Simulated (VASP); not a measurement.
# Cd3F (Pm-3n) in VASP: further runs

The runs below take Cd3F through single point, with PBE.

All numbers are computed with VASP 6.6.1; they aren't measurements. Logs are shortened: lines on timing, memory, paths and dates and some standing lists are left out, and cuts for length are marked.

## Step 1: The cell of the first run

Symmetry: Pm-3n, No. 223, cubic system. Conventional cell: a = 5.492 Å, b = 5.492 Å, c = 5.492 Å, α = 90.00°, β = 90.00°, γ = 90.00°. Cd (site symmetry -4m2) has 10 Cd at 2.75 to 3.36 Å and 4 F at 3.07 Å within 3.6 Å. F (site symmetry m-3) has 12 Cd at 3.07 Å within 4.0 Å.

The cell was built from a structure type or drawn by symmetry, and may not be a known phase.

## Step 2: Single point, PBE, collinear spin

Input file INCAR:

```
SYSTEM = Cd3F
PREC = Accurate
ENCUT = 520
EDIFF = 1E-6
ISMEAR = 0
SIGMA = 0.1
LREAL = .False.
LASPH = .True.
NELM = 150
ALGO = Normal
ISIF = 2
LWAVE = .False.
LCHARG = .True.
ISPIN = 2
MAGMOM = 0 0 0 0 0 0 1 1
LORBIT = 11
GGA = PE
LELF = .True.
LVHAR = .True.
NBANDS = 57
```

Input file KPOINTS:

```
Automatic mesh
0
Gamma
  4 4 4
  0 0 0
```

Input file POSCAR:

```
Cd3F
1.0
    5.4916254597      0.0000000000      0.0000000000
    0.0000000000      5.4916254597      0.0000000000
    0.0000000000      0.0000000000      5.4916254597
Cd F
6 2
Direct
    0.2500000000      0.0000000000      0.5000000000
    0.7500000000      0.0000000000      0.5000000000
    0.0000000000      0.5000000000      0.2500000000
    0.0000000000      0.5000000000      0.7500000000
    0.5000000000      0.7500000000      0.0000000000
    0.5000000000      0.2500000000      0.0000000000
    0.0000000000      0.0000000000      0.0000000000
    0.5000000000      0.5000000000      0.5000000000
```

Potentials or basis: VASP PAW PBE potentials, release 64 (Cd, F).

Launch:

```bash
> cat potpaw_PBE.64/Cd/POTCAR potpaw_PBE.64/F/POTCAR > POTCAR
> mpirun -np 1 vasp_std > vasp.out
```

OUTCAR:

```text
SYSTEM = Cd3F
   PREC = Accurate
   ENCUT = 520
   EDIFF = 1E-6
   ISMEAR = 0
   LREAL = .False.
   LASPH = .True.
   NELM = 150
   ISIF = 2
   ISPIN = 2
   LORBIT = 11
   GGA = PE

 ion  position               nearest neighbor table
   1  0.250  0.000  0.500-   2 2.75   2 2.75   4 3.36   5 3.36   6 3.36   5 3.36   6 3.36   3 3.36
                             4 3.36   3 3.36
   2  0.750  0.000  0.500-   1 2.75   1 2.75   4 3.36   5 3.36   6 3.36   5 3.36   6 3.36   3 3.36
                             4 3.36   3 3.36
   3  0.000  0.500  0.250-   4 2.75   4 2.75   1 3.36   5 3.36   6 3.36   2 3.36   1 3.36   2 3.36
                             5 3.36   6 3.36
   4  0.000  0.500  0.750-   3 2.75   3 2.75   1 3.36   5 3.36   6 3.36   2 3.36   1 3.36   2 3.36
                             5 3.36   6 3.36
   5  0.500  0.750  0.000-   6 2.75   6 2.75   3 3.36   4 3.36   1 3.36   1 3.36   2 3.36   2 3.36
                             3 3.36   4 3.36
   6  0.500  0.250  0.000-   5 2.75   5 2.75   3 3.36   4 3.36   1 3.36   1 3.36   2 3.36   2 3.36
                             3 3.36   4 3.36
   7  0.000  0.000  0.000-
   8  0.500  0.500  0.500-

  LATTYP: Found a simple cubic cell.
 ALAT       =     5.4916254597

  Lattice vectors:

 A1 = (   5.4916254597,   0.0000000000,   0.0000000000)
 A2 = (   0.0000000000,   5.4916254597,   0.0000000000)
 A3 = (   0.0000000000,   0.0000000000,   5.4916254597)

Analysis of symmetry for initial positions (statically):
=====================================================================
 Subroutine PRICEL returns:
 Original cell was already a primitive cell.

 Routine SETGRP: Setting up the symmetry group for a
 simple cubic supercell.

 Subroutine GETGRP returns: Found 48 space group operations
 (whereof 24 operations were pure point group operations)
 out of a pool of 48 trial point group operations.

The static configuration has the point symmetry T_h .
 The point group associated with its full space group is O_h .

Analysis of symmetry for dynamics (positions and initial velocities):
=====================================================================
 Subroutine PRICEL returns:
 Original cell was already a primitive cell.

 Routine SETGRP: Setting up the symmetry group for a
 simple cubic supercell.

 Subroutine GETGRP returns: Found 48 space group operations
 (whereof 24 operations were pure point group operations)
 out of a pool of 48 trial point group operations.

The dynamic configuration has the point symmetry T_h .
 The point group associated with its full space group is O_h .
[... 156 lines left out ...]
  ext. energy  EPLUGINS =         0.00000000
  ---------------------------------------------------
  free energy    TOTEN  =       -12.43816558 eV

  energy without entropy =      -12.42856559  energy(sigma->0) =      -12.43336558

 E-fermi :   1.8802     XC(G=0): -10.2843

 val. band max:        1.8670462818   @ k =   0.2500   0.0000   0.0000
 cond. band min:       1.8968616969   @ k =   0.0000   0.0000   0.0000
 fundamental gap:      0.0298154151
 Fermi energy:         1.8802303809

 spin component 1

 k-point     1 :       0.0000    0.0000    0.0000
  band No.  band energies     occupation
      1     -20.1190      1.00000
      2     -20.1074      1.00000
      3      -8.0832      1.00000
      4      -8.0672      1.00000
      5      -8.0672      1.00000
      6      -7.6896      1.00000
[... 569 lines left out ...]
     54       9.3331      0.00000
     55       9.3331      0.00000
 Fermi energy:         1.8802303809

 spin component 2

 k-point     1 :       0.0000    0.0000    0.0000
  band No.  band energies     occupation
      1     -20.1192      1.00000
      2     -20.1076      1.00000
      3      -8.0832      1.00000
      4      -8.0672      1.00000
      5      -8.0672      1.00000
      6      -7.6896      1.00000
[... 569 lines left out ...]
     54       9.3330      0.00000
     55       9.3330      0.00000
 [bands above 55 left out]

------------------------ aborting loop because EDIFF is reached ----------------------------------------

  FORCE on cell =-STRESS in cart. coord.  units (eV):
  Direction    XX          YY          ZZ          XY          YZ          ZX
  --------------------------------------------------------------------------------------
  -------------------------------------------------------------------------------------
  Total        0.1236382      0.1236382      0.1236382      0.0000000     -0.0000000     -0.0000000
  in kB        1.1960812      1.1960812      1.1960812      0.0000000     -0.0000000     -0.0000000
  external PRESSURE =       1.1960812 kB  Pullay stress =       0.0000000 kB

 VOLUME and BASIS-vectors are now :
 -----------------------------------------------------------------------------
  energy-cutoff  :      520.00
  volume of cell :      165.62
      direct lattice vectors                 reciprocal lattice vectors
     5.491625460  0.000000000  0.000000000     0.182095448  0.000000000  0.000000000
     0.000000000  5.491625460  0.000000000     0.000000000  0.182095448  0.000000000
     0.000000000  0.000000000  5.491625460     0.000000000  0.000000000  0.182095448

 POSITION                                       TOTAL-FORCE (eV/Angst)
 -----------------------------------------------------------------------------------
      1.37291      0.00000      2.74581        -0.000000     -0.000000     -0.000000
      4.11872      0.00000      2.74581         0.000000      0.000000      0.000000
      0.00000      2.74581      1.37291        -0.000000     -0.000000      0.000000
      0.00000      2.74581      4.11872         0.000000     -0.000000      0.000000
      2.74581      4.11872      0.00000         0.000000     -0.000000      0.000000
      2.74581      1.37291      0.00000         0.000000      0.000000     -0.000000
      0.00000      0.00000      0.00000         0.000000      0.000000      0.000000
      2.74581      2.74581      2.74581         0.000000      0.000000      0.000000
 -----------------------------------------------------------------------------------
    total drift:                                0.000000     -0.000000     -0.000000

  FREE ENERGIE OF THE ION-ELECTRON SYSTEM (eV)
  ---------------------------------------------------
  free  energy   TOTEN  =       -12.4381655762 eV

  energy  without entropy=      -12.4285655881  energy(sigma->0) =      -12.43336558

 total charge

# of ion       s       p       d       tot
------------------------------------------
    1        0.564   0.207   9.507  10.278
    2        0.564   0.207   9.507  10.278
    3        0.564   0.207   9.507  10.278
    4        0.564   0.207   9.507  10.278
    5        0.564   0.207   9.507  10.278
    6        0.564   0.207   9.507  10.278
    7        1.748   4.256   0.000   6.004
    8        1.748   4.256   0.000   6.004
--------------------------------------------------
tot          6.878   9.756  57.043  73.677

 magnetization (x)

# of ion       s       p       d       tot
------------------------------------------
    1        0.000  -0.000   0.000  -0.000
    2        0.000  -0.000   0.000  -0.000
    3        0.000  -0.000   0.000  -0.000
    4        0.000  -0.000   0.000  -0.000
    5        0.000  -0.000   0.000  -0.000
    6        0.000  -0.000   0.000  -0.000
    7       -0.000  -0.000   0.000  -0.000
    8       -0.000  -0.000   0.000  -0.000
--------------------------------------------------
tot          0.000  -0.000   0.000  -0.000
```

stdout:

```text
POSCAR found type information on POSCAR CdF
 POSCAR found :  2 types and       8 ions
 scaLAPACK will be used
 LDA part: xc-table for (Slater+PW92), standard interpolation
 POSCAR, INCAR and KPOINTS ok, starting setup
 FFT: planning ... GRIDC
 FFT: planning ... GRID_SOFT
 FFT: planning ... GRID
 WAVECAR not read
 entering main loop
```

Wall time 4.9 min (1 thread of Intel Xeon 8259CL, shared host); peak memory 0.37 GiB.

Results:

```yaml
Free_energy: -12.4382 eV
Pressure: 0.1 GPa
Band_gap_on_the_k_mesh: zero (filled and empty bands overlap)
Net_moment: 0.00 μB per cell
Valence_electrons_inside_the_program's_atomic_spheres: Cd 10.28; F 6.00
```

## Step 3: Single point, PBE

This run uses another cell than the first one, of 18.70 Å³/atom.

Input file INCAR:

```
  PREC = Accurate
  ENCUT = 520
  EDIFF = 1E-6
  ISMEAR = 0
  SIGMA = 0.1
  LREAL = F
  LASPH = T
  NELM = 80
  ALGO = Normal
  ISIF = 2
  LWAVE = F
  LCHARG = F
  GGA = PE
  NBANDS = 53
```

Input file KPOINTS:

```
regular mesh
0
Gamma
  4 4 4
```

POSCAR, as its differences from that of step 2:

```diff
@@ -2,5 +2,5 @@
 1.0
-    5.4916254597      0.0000000000      0.0000000000
-    0.0000000000      5.4916254597      0.0000000000
-    0.0000000000      0.0000000000      5.4916254597
+    5.3082021200      0.0000000000      0.0000000000
+    0.0000000000      5.3082021200      0.0000000000
+    0.0000000000      0.0000000000      5.3082021200
 Cd F
```

Potentials or basis: VASP PAW PBE potentials, release 64 (Cd, F).

Launch:

```bash
> cat potpaw_PBE.64/Cd/POTCAR potpaw_PBE.64/F/POTCAR > POTCAR
> mpirun -np 1 vasp_std > vasp.out
```

OUTCAR:

```text
PREC = Accurate
   ENCUT = 520
   EDIFF = 1E-6
   ISMEAR = 0
   LREAL = F
   LASPH = T
   NELM = 80
   ISIF = 2
   GGA = PE

 ion  position               nearest neighbor table
   1  0.250  0.000  0.500-   2 2.65   2 2.65   4 3.25   5 3.25   6 3.25   5 3.25   6 3.25   3 3.25
                             4 3.25   3 3.25
   2  0.750  0.000  0.500-   1 2.65   1 2.65   4 3.25   5 3.25   6 3.25   5 3.25   6 3.25   3 3.25
                             4 3.25   3 3.25
   3  0.000  0.500  0.250-   4 2.65   4 2.65   1 3.25   5 3.25   6 3.25   2 3.25   1 3.25   2 3.25
                             5 3.25   6 3.25
   4  0.000  0.500  0.750-   3 2.65   3 2.65   1 3.25   5 3.25   6 3.25   2 3.25   1 3.25   2 3.25
                             5 3.25   6 3.25
   5  0.500  0.750  0.000-   6 2.65   6 2.65   3 3.25   4 3.25   1 3.25   1 3.25   2 3.25   2 3.25
                             3 3.25   4 3.25
   6  0.500  0.250  0.000-   5 2.65   5 2.65   3 3.25   4 3.25   1 3.25   1 3.25   2 3.25   2 3.25
                             3 3.25   4 3.25
   7  0.000  0.000  0.000-
   8  0.500  0.500  0.500-

  LATTYP: Found a simple cubic cell.
 ALAT       =     5.3082021200

  Lattice vectors:

 A1 = (   5.3082021200,   0.0000000000,   0.0000000000)
 A2 = (   0.0000000000,   5.3082021200,   0.0000000000)
 A3 = (   0.0000000000,   0.0000000000,   5.3082021200)

Analysis of symmetry for initial positions (statically):
=====================================================================
 Subroutine PRICEL returns:
 Original cell was already a primitive cell.

 Routine SETGRP: Setting up the symmetry group for a
 simple cubic supercell.

 Subroutine GETGRP returns: Found 48 space group operations
 (whereof 24 operations were pure point group operations)
 out of a pool of 48 trial point group operations.

The static configuration has the point symmetry T_h .
 The point group associated with its full space group is O_h .

Analysis of symmetry for dynamics (positions and initial velocities):
=====================================================================
 Subroutine PRICEL returns:
[... 134 lines left out ...]
   AEXX    =    0.0000 exact exchange contribution
   IVDW    =     0    specifies the selected vdW correction
   LEPSILON=     F    determine dielectric tensor
   LRPA    =     F    only Hartree local field effects (RPA)
 non-spin polarized calculation
 Gauss-broadening in eV      SIGMA  =   0.10
  energy-cutoff  :      520.00
  volume of cell :      149.57
 maximum number of plane-waves:      4068
 NGX is ok and might be reduce to    40
   NGX = 19   NGY = 19   NGZ = 19

 number of electron      86.0000007 magnetization

 Free energy of the ion-electron system (eV)
  ---------------------------------------------------
  ext. energy  EPLUGINS =         0.00000000
  ---------------------------------------------------
  free energy    TOTEN  =       -12.15333450 eV

  energy without entropy =      -12.14603792  energy(sigma->0) =      -12.14968621

 E-fermi :   2.5335     XC(G=0): -10.8223

 val. band max:        2.4904706583   @ k =   0.2500   0.0000   0.0000
 cond. band min:       2.6255110592   @ k =   0.0000   0.0000   0.0000
 fundamental gap:      0.1350404009
 Fermi energy:         2.5334605765

 k-point     1 :       0.0000    0.0000    0.0000
  band No.  band energies     occupation
      1     -19.8663      2.00000
      2     -19.8490      2.00000
      3      -7.7747      2.00000
      4      -7.7547      2.00000
      5      -7.7547      2.00000
      6      -7.3261      2.00000
[... 549 lines left out ...]
     52      10.3445      0.00000
     53      10.4824      0.00000

------------------------ aborting loop because EDIFF is reached ----------------------------------------

  FORCE on cell =-STRESS in cart. coord.  units (eV):
  Direction    XX          YY          ZZ          XY          YZ          ZX
  --------------------------------------------------------------------------------------
  -------------------------------------------------------------------------------------
  Total        5.6406467      5.6406467      5.6406467     -0.0000000     -0.0000000      0.0000000
  in kB       60.4222822     60.4222822     60.4222822     -0.0000000     -0.0000000      0.0000000
  external PRESSURE =      60.4222822 kB  Pullay stress =       0.0000000 kB

 VOLUME and BASIS-vectors are now :
 -----------------------------------------------------------------------------
  energy-cutoff  :      520.00
  volume of cell :      149.57
      direct lattice vectors                 reciprocal lattice vectors
     5.308202120  0.000000000  0.000000000     0.188387702  0.000000000  0.000000000
     0.000000000  5.308202120  0.000000000     0.000000000  0.188387702  0.000000000
     0.000000000  0.000000000  5.308202120     0.000000000  0.000000000  0.188387702

 POSITION                                       TOTAL-FORCE (eV/Angst)
 -----------------------------------------------------------------------------------
      1.32705      0.00000      2.65410         0.000000      0.000000      0.000000
      3.98115      0.00000      2.65410        -0.000000     -0.000000     -0.000000
      0.00000      2.65410      1.32705         0.000000     -0.000000      0.000000
      0.00000      2.65410      3.98115         0.000000      0.000000     -0.000000
      2.65410      3.98115      0.00000        -0.000000     -0.000000     -0.000000
      2.65410      1.32705      0.00000        -0.000000      0.000000     -0.000000
      0.00000      0.00000      0.00000        -0.000000     -0.000000     -0.000000
      2.65410      2.65410      2.65410        -0.000000     -0.000000     -0.000000
 -----------------------------------------------------------------------------------
    total drift:                               -0.000000     -0.000000      0.000000

  FREE ENERGIE OF THE ION-ELECTRON SYSTEM (eV)
  ---------------------------------------------------
  free  energy   TOTEN  =       -12.1533345007 eV

  energy  without entropy=      -12.1460379192  energy(sigma->0) =      -12.14968621
```

OSZICAR:

```text
N       E                     dE             d eps       ncg     rms          rms(c)
DAV:   1     0.759999337218E+03    0.76000E+03   -0.46079E+04  1060   0.164E+03
DAV:   2     0.257123737449E+02   -0.73429E+03   -0.70845E+03  1113   0.445E+02
DAV:   3    -0.156207312317E+02   -0.41333E+02   -0.40948E+02  1164   0.109E+02
DAV:   4    -0.160482795354E+02   -0.42755E+00   -0.42690E+00  1161   0.954E+00
DAV:   5    -0.160494055243E+02   -0.11260E-02   -0.11260E-02  1113   0.508E-01    0.117E+01
DAV:   6    -0.119593857986E+02    0.40900E+01   -0.93710E+00  1578   0.409E+01    0.785E+00
DAV:   7    -0.123205607139E+02   -0.36117E+00   -0.49635E+00  1070   0.950E+00    0.557E+00
DAV:   8    -0.124805314577E+02   -0.15997E+00   -0.28366E+00  1160   0.743E+00    0.401E+00
DAV:   9    -0.121428248652E+02    0.33771E+00   -0.12137E+00  1201   0.613E+00    0.398E-01
DAV:  10    -0.121531619163E+02   -0.10337E-01   -0.12273E-01  1075   0.135E+00    0.183E-01
DAV:  11    -0.121532940855E+02   -0.13217E-03   -0.34358E-03  1115   0.288E-01    0.484E-02
DAV:  12    -0.121533409505E+02   -0.46865E-04   -0.26392E-04  1090   0.958E-02    0.214E-02
DAV:  13    -0.121533443920E+02   -0.34415E-05   -0.90270E-05  1239   0.606E-02    0.267E-02
DAV:  14    -0.121533337877E+02    0.10604E-04   -0.42968E-05   960   0.307E-02    0.372E-03
DAV:  15    -0.121533345007E+02   -0.71301E-06   -0.45352E-06   770   0.874E-03
   1 F= -.12153335E+02 E0= -.12149686E+02  d E =-.729658E-02
```

stdout:

```text
POSCAR found type information on POSCAR CdF
 POSCAR found :  2 types and       8 ions
 scaLAPACK will be used
 LDA part: xc-table for (Slater+PW92), standard interpolation
 POSCAR, INCAR and KPOINTS ok, starting setup
 FFT: planning ... GRIDC
 FFT: planning ... GRID_SOFT
 FFT: planning ... GRID
 WAVECAR not read
 entering main loop
```

Wall time 1.8 min (1 thread of Intel Xeon 8259CL, shared host); peak memory 0.26 GiB.

What came out:

| Property | Result |
| --- | --- |
| Free energy | -12.1533 eV |
| Pressure | 6.0 GPa |
| Band gap on the k mesh | zero (bands 43 and 44 overlap by 2.64 eV) |

Caveat: the cell stands under pressure.

## Step 4: Single point, PBE

Input file INCAR:

```
PREC = Accurate
ENCUT = 520
EDIFF = 1E-6
ISMEAR = 0
SIGMA = 0.1
LREAL = F
LASPH = T
NELM = 100
ALGO = Normal
ISIF = 2
LWAVE = F
LCHARG = F
GGA = PE
NBANDS = 53
```

Input file KPOINTS:

```
Automatic mesh
0
Gamma
  4 4 4
```

POSCAR, as its differences from that of step 3:

```diff
@@ -2,5 +2,5 @@
 1.0
-    5.3082021200      0.0000000000      0.0000000000
-    0.0000000000      5.3082021200      0.0000000000
-    0.0000000000      0.0000000000      5.3082021200
+    5.4916254597      0.0000000000      0.0000000000
+    0.0000000000      5.4916254597      0.0000000000
+    0.0000000000      0.0000000000      5.4916254597
 Cd F
```

Launch:

```bash
> cat potpaw_PBE.64/Cd/POTCAR potpaw_PBE.64/F/POTCAR > POTCAR
> mpirun -np 1 vasp_std > vasp.out
```

Wall time 3.4 min (1 thread of Intel Xeon 8259CL, shared host); peak memory 0.28 GiB.

It converged, with:

| Property | Result |
| --- | --- |
| Free energy | -12.4382 eV |
| Pressure | 0.1 GPa |
| Band gap on the k mesh | zero (bands 43 and 44 overlap by 2.59 eV) |

Levels at points of the mesh, in eV from the Fermi level:
```csv
k point,band 38,band 39,band 40,band 41,band 42,band 43,band 44,band 45,band 46,band 47
"(0.00, 0.00, 0.00)",-3.62,-3.62,-2.78,-2.78,0.02,0.02,0.02,1.94,1.94,2.23
"(0.50, 0.00, 0.00)",-3.81,-3.15,-3.15,-1.52,-1.52,0.59,0.59,1.10,1.10,1.27
"(0.50, 0.50, 0.00)",-3.83,-3.83,-3.69,-2.35,-2.24,0.55,0.59,1.03,1.40,3.24
"(0.50, 0.50, 0.50)",-4.81,-2.00,-2.00,-2.00,-2.00,-2.00,-2.00,0.20,0.20,7.07
```

## Step 5: Overview

```tsv
spin	cell	gap on the mesh (eV)	pressure (GPa)
collinear	a = 5.492 Å, 8 atoms	none	0.1
off	a = 5.308 Å, 8 atoms	none	6.0
off	a = 5.492 Å, 8 atoms	none	0.1
```

Alike in all rows: task single point; level PBE; potentials or basis VASP PAW PBE potentials, release 64 (Cd, F); k mesh 4 × 4 × 4; cutoff (eV) 520; smearing gaussian 0.1 eV.

Caveats: the cell stands under pressure (at least some runs).

Absolute energies hang on the potentials; compare differences alone.
